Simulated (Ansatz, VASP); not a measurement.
One calculation of F, two programs

```
F
1.0
     2.99791   -1.72300   -0.23122
     2.99791    1.72300   -0.23122
    -2.25420    0.00000    6.90015
F
4
Direct
  0.08485 0.08485 0.09400
  0.91515 0.91515 0.90600
  0.50157 0.50157 0.59372
  0.49843 0.49843 0.40628
```

Change from the starting cell: volume 17.372 Å^3 an atom, stretch along a over the lengths across it, relative to the relaxed cell 1.0000.

Alike in both runs: task single point; functional PBEsol; k mesh 4 × 4 × 2; occupations gaussian, width 0.05 eV; no spin polarisation.

```csv
,VASP,Ansatz
version,VASP 6.6.1,Ansatz 0.2.0
potentials or method,"VASP PAW PBE potentials, release 64 (F), cutoff 520 eV","scalar-relativistic, plane waves, PAW"
valence electrons in the cell,28,28
```

Ansatz gave:

- gap on the k mesh at the Fermi level (eV): 3.62
- least direct gap on the mesh (eV): 3.73
- pressure (GPa): 4.4
- traceless stress, the component that is largest in VASP (GPa): 6.70
- rms of the force components (eV/Å): 1.143

Task: Estimate VASP's values.

Result: gap on the k mesh at the Fermi level (eV): 3.53; least direct gap on the mesh (eV): 3.64; pressure (GPa): 5.0; traceless stress, the component that is largest in VASP (GPa): 8.55; rms of the force components (eV/Å): 1.461.

VASP's potentials were made for PBE, not for PBEsol. Atom by atom the forces differ by 0.318 eV/Å (rms over components).

The k mesh is coarse, so the values compare programs but aren't converged.
